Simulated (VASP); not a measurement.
# Mg4H7F (Imm2) in VASP: a series of runs, part 2 of 2

VASP 6.6.1. Earlier steps stand in the parts before.

**3. Relaxation of cell and atoms, PBEsol**

This run uses another cell than the first one, of 10.35 Å³/atom.

File INCAR:

```
PREC     = Accurate       # precision mode
ENCUT    = 600            # plane-wave cutoff, eV
EDIFF    = 1E-7           # SCF threshold, eV
ISMEAR   = 0              # smearing method
SIGMA    = 0.02           # smearing width, eV
LREAL    = False          # projectors in reciprocal space
LASPH    = True           # aspherical terms in the spheres
NELM     = 60             # most SCF steps
ALGO     = Normal         # electronic algorithm
ISIF     = 3              # what is computed and relaxed
LWAVE    = False          # write WAVECAR
LCHARG   = False          # write CHGCAR
GGA      = PS             # functional
IBRION   = 2              # ionic algorithm
NSW      = 100            # ionic steps
EDIFFG   = -0.005         # ionic threshold
```

File KPOINTS:

```
Automatic mesh
0
Gamma
  6 6 6
```

File POSCAR:

```
Mg4H7F
1.0
    0.0000000000      4.5277680600     -3.0278346200
    0.0000000000     -4.5277680600     -3.0278346200
   -4.5277680600      0.0000000000      3.0278346200
Mg F H
4 1 7
Direct
    0.5000000000      0.5000000000      0.0000000000
    0.0000000000      0.0000000000      0.0000000000
    0.2500000000      0.7500000000      0.5000000000
    0.7500000000      0.2500000000      0.5000000000
    0.5000000000      0.1940000000      0.6940000000
    0.0000000000      0.6940000000      0.6940000000
    0.5560000000      0.7500000000      0.8060000000
    0.0560000000      0.2500000000      0.8060000000
    0.5000000000      0.8060000000      0.3060000000
    0.0000000000      0.3060000000      0.3060000000
    0.9440000000      0.7500000000      0.1940000000
    0.4440000000      0.2500000000      0.1940000000
```

Potentials or basis: VASP PAW PBE potentials, release 64 (Mg, F, H).

The run is started by

```
> cat potpaw_PBE.64/Mg/POTCAR potpaw_PBE.64/F/POTCAR potpaw_PBE.64/H/POTCAR > POTCAR
> mpirun -np 1 vasp_std > vasp.out
```

OUTCAR:

```text
PREC = Accurate
   ENCUT = 600
   EDIFF = 1E-7
   ISMEAR = 0
   LREAL = False
   LASPH = True
   NELM = 60
   ISIF = 3
   GGA = PS
   IBRION = 2
   NSW = 100
   EDIFFG = -0.005

 ion  position               nearest neighbor table
   1  0.500  0.500  0.000-   7 1.96   8 1.96  11 1.96  12 1.96   5 1.96   9 1.96   2 3.03   2 3.03
                             4 3.54   4 3.54   3 3.54   3 3.54   4 3.54   3 3.54   4 3.54   3 3.54
   2  0.000  0.000  0.000-   7 1.96   8 1.96  11 1.96  12 1.96   6 1.96  10 1.96   1 3.03   1 3.03
                             4 3.54   3 3.54   4 3.54   3 3.54   4 3.54   4 3.54   3 3.54   3 3.54
   3  0.250  0.750  0.500-   5 1.96   6 1.96   9 1.96  10 1.96   7 1.96  11 1.96   4 3.03   4 3.03
                             2 3.54   1 3.54   1 3.54   1 3.54   2 3.54   2 3.54   1 3.54   2 3.54
   4  0.750  0.250  0.500-   5 1.96   6 1.96   9 1.96  10 1.96   8 1.96  12 1.96   3 3.03   3 3.03
                             1 3.54   2 3.54   1 3.54   1 3.54   2 3.54   1 3.54   2 3.54   2 3.54
   5  0.500  0.194  0.694-   3 1.96   4 1.96   1 1.96
[... 460 lines left out ...]
 fundamental gap:      3.8330841933
 Fermi energy:        -0.1550878876

 k-point     1 :       0.0000    0.0000    0.0000
  band No.  band energies     occupation
      1     -23.1744      2.00000
      2      -6.3370      2.00000
      3      -5.6781      2.00000
      4      -5.2157      2.00000
      5      -4.4926      2.00000
      6      -2.1786      2.00000
[... 481 lines left out ...]
      5      -4.5840      2.00000
      6      -2.5335      2.00000
[... 10 lines left out ...]
     17       6.1938      0.00000
     18       7.3556      0.00000

 [... further k-points ...]

------------------------ aborting loop because EDIFF is reached ----------------------------------------

  FORCE on cell =-STRESS in cart. coord.  units (eV):
  Direction    XX          YY          ZZ          XY          YZ          ZX
  --------------------------------------------------------------------------------------
  -------------------------------------------------------------------------------------
  Total       -0.0017671     -0.0017671     -0.0133455     -0.0054287      0.0000000      0.0000000
  in kB       -0.0231764     -0.0231764     -0.1750358     -0.0712014      0.0000000      0.0000000
  external PRESSURE =      -0.0737962 kB  Pullay stress =       0.0000000 kB
[... 27 lines left out ...]
  FREE ENERGIE OF THE ION-ELECTRON SYSTEM (eV)
  ---------------------------------------------------
  free  energy   TOTEN  =       -39.0771268430 eV

  energy  without entropy=      -39.0771268430  energy(sigma->0) =      -39.07712684

 reached required accuracy - stopping structural energy minimisation
```

OSZICAR:

```text
N       E                     dE             d eps       ncg     rms          rms(c)
DAV:   1     0.763835112687E+02    0.76384E+02   -0.97632E+03  1656   0.111E+03
DAV:   2    -0.331302829733E+02   -0.10951E+03   -0.10523E+03  2064   0.182E+02
DAV:   3    -0.415610374217E+02   -0.84308E+01   -0.84069E+01  1994   0.595E+01
DAV:   4    -0.416159908875E+02   -0.54953E-01   -0.54937E-01  2166   0.527E+00
[... 84 lines left out ...]
DAV:   1    -0.390771337219E+02   -0.46346E-04   -0.31143E-03  1658   0.442E-01    0.247E-02
DAV:   2    -0.390771289610E+02    0.47609E-05   -0.66264E-05  1976   0.658E-02    0.111E-02
DAV:   3    -0.390771272143E+02    0.17467E-05   -0.90976E-06  1916   0.219E-02    0.427E-03
DAV:   4    -0.390771269060E+02    0.30837E-06   -0.21929E-06  1988   0.142E-02    0.250E-03
DAV:   5    -0.390771268430E+02    0.62984E-07   -0.40050E-07  1552   0.538E-03
  10 F= -.39077127E+02 E0= -.39077127E+02  d E =-.395277E-04
```

Wall time 16 min (1 thread of Intel Xeon Platinum 8488C (Sapphire Rapids), shared host); peak memory 0.42 GiB.

Results:

```
Free energy                           : -39.0771 eV
Relaxed volume                        : 10.18 Å³/atom
Relaxed cell                          : a = 5.417 Å, b = 5.417 Å, c = 5.417 Å, α = 107.63°, β = 108.50°, γ = 112.33°
Space group after relaxing (to 0.1 Å) : Imm2 (No. 44)
Energy gained by relaxing             : 1.9 meV/atom
Ionic steps                           : 10
Pressure after relaxing               : 0.0 GPa
Largest force after relaxing          : 0.005 eV/Å
Band gap on the k mesh                : 3.83 eV (least direct gap 4.03 eV)
```

Forces on the atoms (eV/Å):
```
Mg   0.003  0.003  0.000
Mg  -0.001 -0.001  0.000
Mg   0.003  0.003 -0.003
Mg   0.003  0.003  0.003
F   -0.001 -0.001  0.000
H    0.002  0.002  0.000
H   -0.003 -0.001  0.000
H   -0.003 -0.001  0.000
H    0.001  0.001  0.000
H   -0.002 -0.002  0.000
H   -0.001 -0.003  0.000
H   -0.001 -0.003  0.000
```

The path:
| step | energy change (eV) | largest force (eV/Å) | pressure (GPa) | volume (Å³) |
| --- | --- | --- | --- | --- |
| 1 | 0.0000 | 0.2918 | -0.52 | 124.15 |
| 2 | -0.0149 | 0.1585 | -0.45 | 123.55 |
| 3 | -0.0187 | 0.1063 | -0.37 | 123.07 |
| 4 | -0.0213 | 0.0577 | -0.12 | 122.49 |
| 5 | -0.0218 | 0.0365 | 0.05 | 122.11 |
| 6 | -0.0221 | 0.0213 | 0.03 | 122.13 |
| 7 | -0.0222 | 0.0167 | 0.01 | 122.15 |
| 8 | -0.0222 | 0.0092 | 0.00 | 122.17 |
| 9 | -0.0223 | 0.0080 | -0.02 | 122.19 |
| 10 | -0.0223 | 0.0048 | -0.01 | 122.16 |

Final structure:
```
CELL_PARAMETERS angstrom
0.02348 4.49987 -3.01649
-0.02348 -4.49987 -3.01649
-4.49987 -0.02348 3.01649
ATOMIC_POSITIONS crystal
Mg 0.50000 0.50524 0.00524
Mg 0.00000 0.99820 0.99820
Mg 0.24782 0.74522 0.49739
Mg 0.75218 0.24957 0.49739
F 0.50000 0.19739 0.69739
H 0.00000 0.69454 0.69454
H 0.55412 0.75060 0.80539
H 0.05479 0.25126 0.80539
H 0.50000 0.80359 0.30359
H 0.00000 0.30253 0.30253
H 0.94521 0.75060 0.19647
H 0.44588 0.25126 0.19647
```

Levels at points of the mesh, in eV from the valence-band top:
```csv
k point,band 8,band 9,band 10,band 11,band 12,band 13,band 14,band 15
"(0.00, 0.00, 0.00)",-1.38,-1.17,-0.90,-0.25,3.83,4.09,4.17,5.54
"(0.50, 0.00, 0.00)",-1.58,-1.36,-0.58,-0.10,5.16,5.44,5.92,6.43
"(0.50, 0.00, 0.50)",-1.52,-1.20,-0.98,-0.25,5.08,5.59,5.92,6.63
"(0.50, 0.50, 0.00)",-1.61,-0.76,-0.73,-0.37,4.53,5.33,5.60,5.78
"(0.50, 0.50, 0.50)",-2.39,-1.90,-1.09,0.00,5.57,6.34,6.63,7.20
```

Caveat: the PAW data sets were made with another functional, which shifts forces and pressure a little. A k mesh can miss the band edges.
